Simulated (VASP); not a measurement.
Nb, 1 atom in the cell. The structure is cubic, space group Im-3m (No. 229). The conventional cell has a = 3.305 Å, b = 3.305 Å, c = 3.305 Å, α = 90.00°, β = 90.00°, γ = 90.00°. Within 3.8 Å of Nb (site symmetry m-3m) lie 14 Nb at 2.86 to 3.30 Å. 

- Program: VASP 6.6.1
- Task: single point
- Functional: r2SCAN
- Potentials or basis: VASP PAW PBE potentials, release 64 (Nb_sv)
- Cutoff: 520 eV
- k mesh: 18 × 18 × 18
- Occupations: gaussian, width 0.1 eV
- Spin: no spin polarisation
- Dipole correction: no
- Further INCAR settings: ALGO = Normal; EDIFF = 1e-06; NBANDS = 12

Potentials or basis: VASP PAW PBE potentials, release 64 (Nb_sv).

The run is started by

```console
$ cat potpaw_PBE.64/Nb_sv/POTCAR > POTCAR
$ cp INCAR.step1 INCAR
$ mpirun -np 1 vasp_std > vasp.out
$ cp INCAR.step2 INCAR
$ mpirun -np 1 vasp_std > vasp.out
```

Hardware: 1 thread of Intel Xeon 8259CL (shared host).

Question: How long does it take, and how much memory?

Answer: Run time: 2.8 min on 1 thread of Intel Xeon 8259CL, with other jobs on the host, peak memory 0.17 GiB. Counts: k points 195.
